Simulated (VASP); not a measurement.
# Zr4ScO (F-43m) in VASP: further runs

The runs below take Zr4ScO through single point, relaxation of cell and atoms, with PBE.

Everything below comes from runs of VASP 6.6.1. Logs are shortened: lines on timing, memory, paths and dates and some standing lists are left out, and cuts for length are marked.

## (1) The cell of the first run

The structure is cubic, space group F-43m (No. 216). The conventional cell has a = 8.133 Å, b = 8.133 Å, c = 8.133 Å, α = 90.00°, β = 90.00°, γ = 90.00°. Within 3.7 Å of Zr (site symmetry 3m) lie 6 Zr at 2.80 to 2.95 Å and 3 Sc at 3.36 Å and 3 O at 3.38 Å. Within 4.4 Å of Sc (site symmetry -43m) lie 12 Zr at 3.36 Å and 4 O at 3.52 Å. O (site symmetry -43m) has 12 Zr at 3.38 Å and 4 Sc at 3.52 Å within 4.4 Å.

## (2) Single point, PBE

INCAR reads:

```
SYSTEM = Zr4ScO
PREC = Accurate ; ENCUT = 600
EDIFF = 1E-6 ; ISMEAR = 0
SIGMA = 0.1 ; LREAL = .False.
LASPH = .True. ; NELM = 120
ALGO = Normal ; ISIF = 2
LWAVE = .False. ; LCHARG = .False.
GGA = PE ; NBANDS = 42
GGA_COMPAT = .False.
```

KPOINTS reads:

```
regular mesh
0
Gamma
  4 4 4
  0 0 0
```

POSCAR reads:

```
Zr4ScO
1.0
    0.0000000000      4.0663015652      4.0663015652
    4.0663015652      0.0000000000      4.0663015652
    4.0663015652      4.0663015652      0.0000000000
Zr Sc O
4 1 1
Direct
    0.1353449770      0.6215516743      0.6215516743
    0.6215516743      0.1353449770      0.6215516743
    0.6215516743      0.6215516743      0.1353449770
    0.6215516743      0.6215516743      0.6215516743
    0.2500000000      0.2500000000      0.2500000000
    0.0000000000      0.0000000000      0.0000000000
```

Potentials or basis: VASP PAW PBE potentials, release 64 (Zr_sv, Sc_sv, O).

Command:

```console
$ cat potpaw_PBE.64/Zr_sv/POTCAR potpaw_PBE.64/Sc_sv/POTCAR potpaw_PBE.64/O/POTCAR > POTCAR
$ mpirun -np 1 vasp_std > vasp.out
```

OUTCAR:

```text
SYSTEM = Zr4ScO
   PREC = Accurate
   ENCUT = 600
   EDIFF = 1E-6
   ISMEAR = 0
   LREAL = .False.
   LASPH = .True.
   NELM = 120
   ISIF = 2
   GGA = PE

 ion  position               nearest neighbor table
   1  0.135  0.622  0.622-   2 2.80   3 2.80   4 2.80   2 2.95   3 2.95   4 2.95   5 3.36   5 3.36
                             5 3.36
   2  0.622  0.135  0.622-   1 2.80   3 2.80   4 2.80   1 2.95   3 2.95   4 2.95   5 3.36   5 3.36
                             5 3.36
   3  0.622  0.622  0.135-   1 2.80   2 2.80   4 2.80   2 2.95   1 2.95   4 2.95   5 3.36   5 3.36
                             5 3.36
   4  0.622  0.622  0.622-   1 2.80   2 2.80   3 2.80   1 2.95   2 2.95   3 2.95   5 3.36   5 3.36
                             5 3.36
   5  0.250  0.250  0.250-   1 3.36   2 3.36   3 3.36   4 3.36   4 3.36   4 3.36   1 3.36   3 3.36
                             2 3.36   2 3.36   3 3.36   1 3.36
   6  0.000  0.000  0.000-

  LATTYP: Found a face centered cubic cell.
 ALAT       =     8.1326031304

  Lattice vectors:

 A1 = (   0.0000000000,   4.0663015652,   4.0663015652)
 A2 = (   4.0663015652,   0.0000000000,   4.0663015652)
 A3 = (   4.0663015652,   4.0663015652,   0.0000000000)

Analysis of symmetry for initial positions (statically):
=====================================================================
 Subroutine PRICEL returns:
 Original cell was already a primitive cell.

 Routine SETGRP: Setting up the symmetry group for a
 face centered cubic supercell.

 Subroutine GETGRP returns: Found 24 space group operations
 (whereof 24 operations were pure point group operations)
 out of a pool of 48 trial point group operations.

The static configuration has the point symmetry T_d .

Analysis of symmetry for dynamics (positions and initial velocities):
=====================================================================
 Subroutine PRICEL returns:
 Original cell was already a primitive cell.

 Routine SETGRP: Setting up the symmetry group for a
 face centered cubic supercell.

 Subroutine GETGRP returns: Found 24 space group operations
 (whereof 24 operations were pure point group operations)
 out of a pool of 48 trial point group operations.

The dynamic configuration has the point symmetry T_d .

 Subroutine INISYM returns: Found 24 space group operations
 (whereof 24 operations are pure point group operations),
 and found     1 'primitive' translations

[... 89 lines left out ...]
   IBRION =     -1    ionic relax: 0-MD 1-quasi-New 2-CG
   NFREE  =      0    steps in history (QN), initial steepest desc. (CG)
   ISIF   =      2    stress and relaxation
   ISYM   =      2    0-nonsym 1-usesym 2-fastsym
   POTIM  = 0.5000    time-step for ionic-motion
   TEBEG  =    0.0;   TEEND  =   0.0 temperature during run
   PSTRESS=    0.0 pullay stress
   NELECT =      65.0000    total number of electrons
   NUPDOWN=      -1.0000    fix difference up-down
   EMIN   =  10.00;   EMAX   =-10.00  energy-range for DOS
   EFERMI =   0.00;   METHOD = LEGACY
   ISMEAR =     0;   SIGMA  =   0.10  broadening in eV -4-tet -1-fermi 0-gaus
   EFERMI_NEDOS =   21; number of points for ismear=-14 and -15
   IALGO  =     38    algorithm
   IMIX   =      4    mixing-type and parameters
     AMIX     =   0.40;   BMIX     =  1.00
     AMIX_MAG =   1.60;   BMIX_MAG =  1.00
  volume/ion in A,a.u.               =      22.41       151.24
  Fermi-wavevector in a.u.,A,eV,Ry     =   1.284802  2.427925 22.459374  1.650717
  Thomas-Fermi vector in A             =   2.416975
   LORBIT       =      0    0 simple, 1 ext, 2 COOP (PROOUT), +10 PAW based schemes
   GGA     = PE    functional components
   LHFCALC =     F    Hartree Fock is set to
   AEXX    =    0.0000 exact exchange contribution
   IVDW    =     0    specifies the selected vdW correction
   LEPSILON=     F    determine dielectric tensor
   LRPA    =     F    only Hartree local field effects (RPA)
 non-spin polarized calculation
 Gauss-broadening in eV      SIGMA  =   0.10
  energy-cutoff  :      600.00
  volume of cell :      134.47
 maximum number of plane-waves:      4520
 NGX is ok and might be reduce to    48
   NGX = 23   NGY = 23   NGZ = 23

 number of electron      65.0000000 magnetization

 Free energy of the ion-electron system (eV)
  ---------------------------------------------------
  ext. energy  EPLUGINS =         0.00000000
  ---------------------------------------------------
  free energy    TOTEN  =       -41.60468793 eV

  energy without entropy =      -41.56506896  energy(sigma->0) =      -41.58487845

 E-fermi :   6.4220     XC(G=0): -10.3891

 val. band max:        6.3613470137   @ k =  -0.2500   0.2500   0.0000
 cond. band min:       6.4874437165   @ k =   0.5000   0.2500   0.0000
 fundamental gap:      0.1260967028
 Fermi energy:         6.4219591746

 k-point     1 :       0.0000    0.0000    0.0000
  band No.  band energies     occupation
      1     -43.1997      2.00000
      2     -42.0357      2.00000
      3     -41.6987      2.00000
      4     -41.6987      2.00000
      5     -41.6987      2.00000
      6     -21.8167      2.00000
[... 349 lines left out ...]
     41       8.3771      0.00000
     42       8.5026      0.00000

------------------------ aborting loop because EDIFF is reached ----------------------------------------

  FORCE on cell =-STRESS in cart. coord.  units (eV):
  Direction    XX          YY          ZZ          XY          YZ          ZX
  --------------------------------------------------------------------------------------
  -------------------------------------------------------------------------------------
  Total        0.2781304      0.2781304      0.2781304     -0.0000000      0.0000000      0.0000000
  in kB        3.3138305      3.3138305      3.3138305     -0.0000000      0.0000000      0.0000000
  external PRESSURE =       3.3138305 kB  Pullay stress =       0.0000000 kB

 VOLUME and BASIS-vectors are now :
 -----------------------------------------------------------------------------
  energy-cutoff  :      600.00
  volume of cell :      134.47
      direct lattice vectors                 reciprocal lattice vectors
     0.000000000  4.066301565  4.066301565    -0.122961859  0.122961859  0.122961859
     4.066301565  0.000000000  4.066301565     0.122961859 -0.122961859  0.122961859
     4.066301565  4.066301565  0.000000000     0.122961859  0.122961859 -0.122961859

 POSITION                                       TOTAL-FORCE (eV/Angst)
 -----------------------------------------------------------------------------------
      5.05483      3.07777      3.07777         0.011087     -0.011087     -0.011087
      3.07777      5.05483      3.07777        -0.011087      0.011087     -0.011087
      3.07777      3.07777      5.05483        -0.011087     -0.011087      0.011087
      5.05483      5.05483      5.05483         0.011087      0.011087      0.011087
      2.03315      2.03315      2.03315        -0.000000     -0.000000     -0.000000
      0.00000      0.00000      0.00000        -0.000000     -0.000000     -0.000000
 -----------------------------------------------------------------------------------
    total drift:                                0.000001      0.000001      0.000001

  FREE ENERGIE OF THE ION-ELECTRON SYSTEM (eV)
  ---------------------------------------------------
  free  energy   TOTEN  =       -41.6046879313 eV

  energy  without entropy=      -41.5650689649  energy(sigma->0) =      -41.58487845
```

OSZICAR:

```text
N       E                     dE             d eps       ncg     rms          rms(c)
DAV:   1     0.990467464770E+03    0.99047E+03   -0.33445E+04   672   0.172E+03
DAV:   2     0.613097049366E+02   -0.92916E+03   -0.90781E+03   736   0.537E+02
DAV:   3    -0.338575403579E+02   -0.95167E+02   -0.89634E+02  1108   0.147E+02
DAV:   4    -0.448791558271E+02   -0.11022E+02   -0.10369E+02  1152   0.466E+01
DAV:   5    -0.457679076866E+02   -0.88875E+00   -0.87349E+00  1168   0.103E+01    0.256E+01
DAV:   6    -0.448147123494E+02    0.95320E+00   -0.22446E+01   968   0.268E+01    0.215E+01
DAV:   7    -0.424738065917E+02    0.23409E+01   -0.25754E+01  1024   0.167E+01    0.999E+00
DAV:   8    -0.416567465253E+02    0.81706E+00   -0.22853E+00  1040   0.676E+00    0.288E+00
DAV:   9    -0.416050927455E+02    0.51654E-01   -0.87236E-01  1088   0.445E+00    0.113E+00
DAV:  10    -0.416105435931E+02   -0.54508E-02   -0.12463E-01  1048   0.180E+00    0.863E-01
DAV:  11    -0.416068240689E+02    0.37195E-02   -0.58227E-02   984   0.132E+00    0.419E-01
DAV:  12    -0.416050913319E+02    0.17327E-02   -0.42402E-03   968   0.360E-01    0.196E-01
DAV:  13    -0.416046947935E+02    0.39654E-03   -0.24737E-03   932   0.202E-01    0.470E-02
DAV:  14    -0.416046899333E+02    0.48602E-05   -0.14200E-04  1016   0.514E-02    0.209E-02
DAV:  15    -0.416046908404E+02   -0.90714E-06   -0.12163E-05   760   0.159E-02    0.161E-02
DAV:  16    -0.416046878977E+02    0.29427E-05   -0.70309E-06   808   0.147E-02    0.366E-03
DAV:  17    -0.416046879313E+02   -0.33566E-07   -0.71763E-07   504   0.528E-03
   1 F= -.41604688E+02 E0= -.41584878E+02  d E =-.396190E-01
```

stdout:

```text
POSCAR found type information on POSCAR ZrScO
 POSCAR found :  3 types and       6 ions
 scaLAPACK will be used
 LDA part: xc-table for (Slater+PW92), standard interpolation
 POSCAR, INCAR and KPOINTS ok, starting setup
 FFT: planning ... GRIDC
 FFT: planning ... GRID_SOFT
 FFT: planning ... GRID
 WAVECAR not read
 entering main loop
```

Run time: 1.7 min. Hardware: 1 thread of Intel Xeon 6975P-C, shared host; peak memory 0.34 GiB.

What came out:

* Free energy: -41.6047 eV
* Pressure: 0.3 GPa
* Largest force: 0.019 eV/Å

Forces on the atoms (eV/Å):
```
Zr   0.011 -0.011 -0.011
Zr  -0.011  0.011 -0.011
Zr  -0.011 -0.011  0.011
Zr   0.011  0.011  0.011
Sc   0.000  0.000  0.000
O    0.000  0.000  0.000
```

Caveat: an odd number of electrons without spin polarisation forces a metal; a magnetic or distorted state may lie lower.

## (3) Relaxation of cell and atoms, PBE

This run uses another cell than the first one, of 14.59 Å³/atom, 0.651 times its volume.

INCAR reads:

```
ALGO = Normal
EDIFF = 1E-7
EDIFFG = -0.04
ENCUT = 600
GGA = PE
GGA_COMPAT = F
IBRION = 2
ISIF = 3
ISMEAR = 0
LASPH = T
LCHARG = F
LREAL = F
LWAVE = F
NELM = 120
NELMIN = 4
NSW = 90
PREC = Accurate
SIGMA = 0.1
```

KPOINTS reads:

```
k-points
0
Gamma
  4 4 4
```

POSCAR reads:

```
Zr4ScO
1.0
    0.0000000000      3.5239688600      3.5239688600
    3.5239688600      0.0000000000      3.5239688600
    3.5239688600      3.5239688600      0.0000000000
Zr Sc O
4 1 1
Direct
    0.1219371000      0.6260209700      0.6260209700
    0.6260209700      0.1219371000      0.6260209700
    0.6260209700      0.6260209700      0.1219371000
    0.6260209700      0.6260209700      0.6260209700
    0.2500000000      0.2500000000      0.2500000000
    0.0000000000      0.0000000000      0.0000000000
```

Potentials or basis: VASP PAW PBE potentials, release 64 (Zr_sv, Sc_sv, O).

Command:

```console
$ cat potpaw_PBE.64/Zr_sv/POTCAR potpaw_PBE.64/Sc_sv/POTCAR potpaw_PBE.64/O/POTCAR > POTCAR
$ mpirun -np 1 vasp_std > vasp.out
```

Wall time 6.8 min (1 thread of Intel Xeon 6975P-C, shared host); peak memory 0.26 GiB.

The run converged. Its results:

```
Free energy                            : -41.5648 eV
Relaxed volume                         : 22.41 Å³/atom
Relaxed cell                           : a = 5.751 Å, b = 5.751 Å, c = 5.751 Å, α = 60.00°, β = 60.00°, γ = 60.00°
Space group after relaxing (to 0.05 Å) : F-43m (No. 216)
Energy gained by relaxing              : 1093.8 meV/atom
Ionic steps                            : 5
Pressure after relaxing                : 0.2 GPa
Largest force after relaxing           : 0.026 eV/Å
```

Forces in eV/Å, atoms in the order of the input:
```
Zr   0.015 -0.015 -0.015
Zr  -0.015  0.015 -0.015
Zr  -0.015 -0.015  0.015
Zr   0.015  0.015  0.015
Sc   0.000  0.000  0.000
O    0.000  0.000  0.000
```

The path:
```
step  energy change (eV)  largest force (eV/Å)  pressure (GPa)  volume (Å³)
   1              0.0000                1.5544           61.66        87.52
   2             -4.5146                0.1789          -12.21       179.63
   3             -6.5614                0.1218            0.06       134.56
   4             -6.5605                0.1178           -0.46       135.64
   5             -6.5625                0.0255            0.16       134.48
```

Final structure:
```
Zr Sc O
1.0
     0.00000    4.06644    4.06644
     4.06644    0.00000    4.06644
     4.06644    4.06644    0.00000
Zr Sc O
4 1 1
Cartesian
  5.0548 3.0780 3.0780
  3.0780 5.0548 3.0780
  3.0780 3.0780 5.0548
  5.0548 5.0548 5.0548
  2.0332 2.0332 2.0332
  0.0000 0.0000 0.0000
```

Levels at points of the mesh, in eV from the Fermi level:
| k point | band 30 | band 31 | band 32 | band 33 | band 34 | band 35 |
| --- | --- | --- | --- | --- | --- | --- |
| (0.00, 0.00, 0.00) | -0.57 | -0.57 | -0.16 | -0.16 | -0.16 | 1.36 |
| (0.50, 0.00, 0.00) | -0.40 | -0.40 | -0.34 | 0.44 | 0.44 | 0.46 |
| (0.50, 0.50, 0.00) | -0.77 | -0.28 | 0.22 | 0.32 | 0.59 | 0.79 |

Caveat: the k points lie up to 0.33 Å⁻¹ apart in the final cell; the volume moved by over 15 % at a fixed basis, so the end points are rough; an odd number of electrons without spin polarisation forces a metal; a magnetic or distorted state may lie lower.
